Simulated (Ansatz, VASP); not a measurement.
**Two plane-wave programs on AlN**

INCAR

```
SYSTEM = AlN
PREC = Accurate
ENCUT = 520
EDIFF = 1E-6
ISMEAR = 0
SIGMA = 0.05
LREAL = .FALSE.
LASPH = .TRUE.
NELM = 100
ALGO = Normal
ISIF = 2
LWAVE = .FALSE.
LCHARG = .FALSE.
GGA = PE
NBANDS = 16
```

The input KPOINTS:

```
regular mesh
0
G
  12 12 6
  0 0 0
```

Contents of POSCAR:

```
AlN
1.0
    3.1302395629      0.0000000000      0.0234767967
   -1.5651197815      2.7108669814     -0.0117383984
    0.0376348474      0.0000000000      5.0179796548
Al N
2 2
Direct
    0.3333333333      0.6666666667      0.0017287175
    0.6666666667      0.3333333333      0.5017287175
    0.3333333333      0.6666666667      0.3832712825
    0.6666666667      0.3333333333      0.8832712825
```

Input for Ansatz:

```yaml
crystal:
  lattice:
    - [3.1302395629, 0.0, 0.0234767967]
    - [-1.5651197815, 2.7108669814, -0.0117383984]
    - [0.0376348474, 0.0, 5.0179796548]
  atoms:
    - { symbol: Al, position: [0.3333333333, 0.6666666667, 0.0017287175] }
    - { symbol: Al, position: [0.6666666667, 0.3333333333, 0.5017287175] }
    - { symbol: "N", position: [0.3333333333, 0.6666666667, 0.3832712825] }
    - { symbol: "N", position: [0.6666666667, 0.3333333333, 0.8832712825] }
basis:
  ecutwfc: 420
kpoints:
  mp_grid: { grid: [12, 12, 6] }
hamiltonian:
  xc: pbe
scf:
  occupations: { method: gaussian, width: 0.05 }
output:
  forces: true
  stress: true
  eigenvalues: true
```

Change from the starting cell: strain +0.0150 x Voigt [0, 0, 0, 0, 1, 0], atoms carried along.

Alike in both runs: task single point; functional PBE; k mesh 12 × 12 × 6; occupations gaussian, width 0.05 eV; no spin polarisation.

|  | VASP | Ansatz |
| --- | --- | --- |
| version | VASP 6.6.1 | Ansatz 0.2.0 |
| potentials or method | VASP PAW PBE potentials, release 64 (Al, N), cutoff 520 eV | scalar-relativistic, plane waves, PAW |
| valence electrons in the cell | 16 | 16 |

|  | VASP | Ansatz | Ansatz less VASP |
| --- | --- | --- | --- |
| gap on the k mesh at the Fermi level (eV) | 4.03 | 4.02 | -0.009 |
| least direct gap on the mesh (eV) | 4.03 | 4.02 | -0.009 |
| pressure (GPa) | -0.2 | 0.0 | +0.26 |
| traceless stress, the component that is largest in VASP (GPa) | -1.87 | -1.86 | +0.012 |
| rms of the force components (eV/Å) | 0.042 | 0.042 | -0.0002 |

Atom by atom the forces differ by 0.000 eV/Å (rms over components).
